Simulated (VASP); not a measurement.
# La3Si2O (R-3m) in VASP: a series of runs

La3Si2O is run at these levels: PBE; tasks: single point, relaxation of cell and atoms.

All numbers are computed with VASP 6.6.1; they aren't measurements. Logs are shortened: lines on timing, memory, paths and dates and some standing lists are left out, and cuts for length are marked.

## 1. The cell of the first run

The structure is trigonal, space group R-3m (No. 166). The conventional cell has a = 5.836 Å, b = 5.836 Å, c = 12.799 Å, α = 90.00°, β = 90.00°, γ = 120.00°. Within 3.6 Å of La (site symmetry 2/m) lie 2 O at 2.72 Å and 4 La at 2.92 Å and 6 Si at 3.11 to 3.35 Å. Si (site symmetry 3m) has 9 La at 3.11 to 3.35 Å and 4 Si at 3.30 to 3.51 Å and 3 O at 3.40 Å within 4.1 Å. Within 3.6 Å of O (site symmetry -3m) lie 6 La at 2.72 Å and 6 Si at 3.40 Å.

The cell was generated, and may not be a known phase.

## 2. Single point, PBE

INCAR reads:

```
PREC = Accurate ; ENCUT = 520
EDIFF = 1E-6 ; ISMEAR = 0
SIGMA = 0.1 ; LREAL = False
LASPH = True ; NELM = 60
ALGO = Normal ; ISIF = 2
LWAVE = False ; LCHARG = False
GGA = PE ; NBANDS = 32
```

KPOINTS reads:

```
regular mesh
0
Gamma
  6 6 6
```

POSCAR reads:

```
La3Si2O
1.0
    2.9181857600      1.6848153300      4.2662707300
   -2.9181857600      1.6848153300      4.2662707300
    0.0000000000     -3.3696306600      4.2662707300
La Si O
3 2 1
Direct
    0.5000000000      0.0000000000      0.0000000000
    0.0000000000      0.5000000000      0.0000000000
    0.0000000000      0.0000000000      0.5000000000
    0.3711514800      0.3711514800      0.3711514800
    0.6288485200      0.6288485200      0.6288485200
    0.0000000000      0.0000000000      0.0000000000
```

Potentials or basis: VASP PAW PBE potentials, release 64 (La, Si, O).

On the command line:

```bash
$ cat potpaw_PBE.64/La/POTCAR potpaw_PBE.64/Si/POTCAR potpaw_PBE.64/O/POTCAR > POTCAR
$ mpirun -np 1 vasp_std > vasp.out
```

OUTCAR:

```text
PREC = Accurate
   ENCUT = 520
   EDIFF = 1E-6
   ISMEAR = 0
   LREAL = False
   LASPH = True
   NELM = 60
   ISIF = 2
   GGA = PE

 ion  position               nearest neighbor table
   1  0.500  0.000  0.000-   6 2.72   6 2.72   3 2.92   3 2.92   2 2.92   2 2.92   4 3.11   5 3.11
                             4 3.35   5 3.35   4 3.35   5 3.35
   2  0.000  0.500  0.000-   6 2.72   6 2.72   3 2.92   3 2.92   1 2.92   1 2.92   4 3.11   5 3.11
                             5 3.35   4 3.35   4 3.35   5 3.35
   3  0.000  0.000  0.500-   6 2.72   6 2.72   2 2.92   1 2.92   2 2.92   1 2.92   4 3.11   5 3.11
                             5 3.35   4 3.35   5 3.35   4 3.35
   4  0.371  0.371  0.371-   3 3.11   2 3.11   1 3.11   1 3.35   2 3.35   2 3.35   1 3.35   3 3.35
                             3 3.35
   5  0.629  0.629  0.629-   3 3.11   2 3.11   1 3.11   1 3.35   2 3.35   1 3.35   2 3.35   3 3.35
                             3 3.35
   6  0.000  0.000  0.000-   3 2.72   3 2.72   1 2.72   2 2.72   2 2.72   1 2.72

  LATTYP: Found a trigonal (rhomboedric) cell.
 ALAT       =     5.4364948972
 COS(alpha) =     0.4237407708

  Lattice vectors:

 A1 = (   2.9181857600,   1.6848153300,   4.2662707300)
 A2 = (  -2.9181857600,   1.6848153300,   4.2662707300)
 A3 = (   0.0000000000,  -3.3696306600,   4.2662707300)

Analysis of symmetry for initial positions (statically):
=====================================================================
 Subroutine PRICEL returns:
 Original cell was already a primitive cell.

 Routine SETGRP: Setting up the symmetry group for a
 trigonal (rhombohedral) supercell.

 Subroutine GETGRP returns: Found 12 space group operations
 (whereof 12 operations were pure point group operations)
 out of a pool of 12 trial point group operations.

The static configuration has the point symmetry D_3d.

Analysis of symmetry for dynamics (positions and initial velocities):
=====================================================================
 Subroutine PRICEL returns:
 Original cell was already a primitive cell.

 Routine SETGRP: Setting up the symmetry group for a
 trigonal (rhombohedral) supercell.

 Subroutine GETGRP returns: Found 12 space group operations
 (whereof 12 operations were pure point group operations)
 out of a pool of 12 trial point group operations.

The dynamic configuration has the point symmetry D_3d.

 Subroutine INISYM returns: Found 12 space group operations
[... 106 lines left out ...]
   LREAL  =      F    real-space projection
   EDIFFG = 0.1E-04   stopping-criterion for IOM
   NSW    =      0    number of steps for IOM
   IBRION =     -1    ionic relax: 0-MD 1-quasi-New 2-CG
   NFREE  =      0    steps in history (QN), initial steepest desc. (CG)
   ISIF   =      2    stress and relaxation
   ISYM   =      2    0-nonsym 1-usesym 2-fastsym
   POTIM  = 0.5000    time-step for ionic-motion
   TEBEG  =    0.0;   TEEND  =   0.0 temperature during run
   PSTRESS=    0.0 pullay stress
   NELECT =      47.0000    total number of electrons
   NUPDOWN=      -1.0000    fix difference up-down
   EMIN   =  10.00;   EMAX   =-10.00  energy-range for DOS
   EFERMI =   0.00;   METHOD = LEGACY
   ISMEAR =     0;   SIGMA  =   0.10  broadening in eV -4-tet -1-fermi 0-gaus
   EFERMI_NEDOS =   21; number of points for ismear=-14 and -15
   IALGO  =     38    algorithm
   IMIX   =      4    mixing-type and parameters
     AMIX     =   0.40;   BMIX     =  1.00
     AMIX_MAG =   1.60;   BMIX_MAG =  1.00
  volume/ion in A,a.u.               =      20.98       141.55
  Fermi-wavevector in a.u.,A,eV,Ry     =   1.178924  2.227843 18.910218  1.389862
  Thomas-Fermi vector in A             =   2.315244
   LORBIT       =      0    0 simple, 1 ext, 2 COOP (PROOUT), +10 PAW based schemes
   GGA     = PE    functional components
   LHFCALC =     F    Hartree Fock is set to
   AEXX    =    0.0000 exact exchange contribution
   IVDW    =     0    specifies the selected vdW correction
   LEPSILON=     F    determine dielectric tensor
   LRPA    =     F    only Hartree local field effects (RPA)
 non-spin polarized calculation
 Gauss-broadening in eV      SIGMA  =   0.10
  energy-cutoff  :      520.00
  volume of cell :      125.85
 maximum number of plane-waves:      3412
   NGX = 21   NGY = 21   NGZ = 21

 number of electron      47.0000002 magnetization

 Free energy of the ion-electron system (eV)
  ---------------------------------------------------
  ext. energy  EPLUGINS =         0.00000000
  ---------------------------------------------------
  free energy    TOTEN  =       -32.47110759 eV

  energy without entropy =      -32.43962977  energy(sigma->0) =      -32.45536868

 E-fermi :   9.2413     XC(G=0): -10.6722

 val. band max:        9.2407657416   @ k =   0.5000   0.3333   0.1667
 cond. band min:       9.2499768835   @ k =   0.3333   0.1667   0.1667
 fundamental gap:      0.0092111419
 Fermi energy:         9.2413164844

 k-point     1 :       0.0000    0.0000    0.0000
  band No.  band energies     occupation
      1     -23.7592      2.00000
      2     -22.5321      2.00000
      3     -22.5321      2.00000
      4     -10.3091      2.00000
      5      -8.3191      2.00000
      6      -8.3191      2.00000
[... 829 lines left out ...]
     31      11.4525      0.00000
     32      11.4972      0.00000

 [... further k-points ...]

------------------------ aborting loop because EDIFF is reached ----------------------------------------

  FORCE on cell =-STRESS in cart. coord.  units (eV):
  Direction    XX          YY          ZZ          XY          YZ          ZX
  --------------------------------------------------------------------------------------
  -------------------------------------------------------------------------------------
  Total       14.5481877     14.5481877    -11.7568171      0.0000000      0.0000000      0.0000000
  in kB      185.2057977    185.2057968   -149.6702363      0.0000000      0.0000000      0.0000000
  external PRESSURE =      73.5804527 kB  Pullay stress =       0.0000000 kB

 VOLUME and BASIS-vectors are now :
 -----------------------------------------------------------------------------
  energy-cutoff  :      520.00
  volume of cell :      125.85
      direct lattice vectors                 reciprocal lattice vectors
     2.918185760  1.684815330  4.266270730     0.171339332  0.098922810  0.078132250
    -2.918185760  1.684815330  4.266270730    -0.171339332  0.098922810  0.078132250
     0.000000000 -3.369630660  4.266270730     0.000000000 -0.197845620  0.078132250

 POSITION                                       TOTAL-FORCE (eV/Angst)
 -----------------------------------------------------------------------------------
      1.45909      0.84241      2.13314         0.000000      0.000000      0.000000
     -1.45909      0.84241      2.13314         0.000000      0.000000     -0.000000
      0.00000     -1.68482      2.13314        -0.000000      0.000000      0.000000
      0.00000      0.00000      4.75030         0.000000     -0.000000      0.694071
      0.00000      0.00000      8.04851         0.000000      0.000000     -0.694071
      0.00000      0.00000      0.00000         0.000000      0.000000      0.000000
 -----------------------------------------------------------------------------------
    total drift:                               -0.000000      0.000000     -0.000000

  FREE ENERGIE OF THE ION-ELECTRON SYSTEM (eV)
  ---------------------------------------------------
  free  energy   TOTEN  =       -32.4711075937 eV

  energy  without entropy=      -32.4396297709  energy(sigma->0) =      -32.45536868
```

OSZICAR:

```text
N       E                     dE             d eps       ncg     rms          rms(c)
DAV:   1     0.534988580452E+03    0.53499E+03   -0.16310E+04  2056   0.206E+03
DAV:   2     0.975814978133E+02   -0.43741E+03   -0.42289E+03  2832   0.371E+02
DAV:   3    -0.116420908017E+02   -0.10922E+03   -0.10530E+03  3304   0.200E+02
DAV:   4    -0.323129995567E+02   -0.20671E+02   -0.19395E+02  3984   0.826E+01
DAV:   5    -0.350922564538E+02   -0.27793E+01   -0.25099E+01  3952   0.346E+01    0.114E+01
DAV:   6    -0.325746167657E+02    0.25176E+01   -0.20181E+01  3696   0.280E+01    0.631E+00
DAV:   7    -0.324806427011E+02    0.93974E-01   -0.32012E+00  3768   0.140E+01    0.313E+00
DAV:   8    -0.324729721930E+02    0.76705E-02   -0.46815E-01  3552   0.543E+00    0.122E+00
DAV:   9    -0.324707676965E+02    0.22045E-02   -0.78411E-02  4056   0.207E+00    0.316E-01
DAV:  10    -0.324712652430E+02   -0.49755E-03   -0.12800E-02  3984   0.101E+00    0.135E-01
DAV:  11    -0.324710730210E+02    0.19222E-03   -0.22024E-03  3872   0.316E-01    0.400E-02
DAV:  12    -0.324711087531E+02   -0.35732E-04   -0.35463E-04  3456   0.132E-01    0.324E-02
DAV:  13    -0.324711079196E+02    0.83351E-06   -0.12778E-04  3896   0.741E-02    0.139E-02
DAV:  14    -0.324711074108E+02    0.50879E-06   -0.17659E-05  3368   0.316E-02    0.464E-03
DAV:  15    -0.324711075937E+02   -0.18289E-06   -0.24905E-06  2408   0.125E-02
   1 F= -.32471108E+02 E0= -.32455369E+02  d E =-.314778E-01
```

stdout:

```text
POSCAR found type information on POSCAR LaSiO
 POSCAR found :  3 types and       6 ions
 scaLAPACK will be used
 LDA part: xc-table for (Slater+PW92), standard interpolation
 POSCAR, INCAR and KPOINTS ok, starting setup
 FFT: planning ... GRIDC
 FFT: planning ... GRID_SOFT
 FFT: planning ... GRID
 WAVECAR not read
 entering main loop
```

Run time: 5.1 min. Hardware: 1 thread of Intel Xeon Platinum 8259CL at 2.50GHz (Skylake/Cascade Lake), shared host; peak memory 0.32 GiB.

What came out:

| Quantity | Value |
| --- | --- |
| Free energy | -32.4711 eV |
| Pressure | 7.4 GPa |
| Largest force | 0.694 eV/Å |
| Band gap on the k mesh | zero (an odd number of electrons rules out a gap without spin polarisation) |

Forces in eV/Å, atoms in the order of the input:
```
La   0.000  0.000  0.000
La   0.000  0.000  0.000
La   0.000  0.000  0.000
Si   0.000  0.000  0.694
Si   0.000  0.000 -0.694
O    0.000  0.000  0.000
```

Stress tensor (GPa, compression positive):
```
 18.52   0.00   0.00
  0.00  18.52   0.00
  0.00   0.00 -14.97
```

Caveat: the stress differs along the axes, from -15 to 19 GPa; spin-orbit coupling is left out, which moves the levels of the heavy elements; an odd number of electrons without spin polarisation forces a metal; a magnetic or distorted state may lie lower.

(Continued in part 2 of 2.)
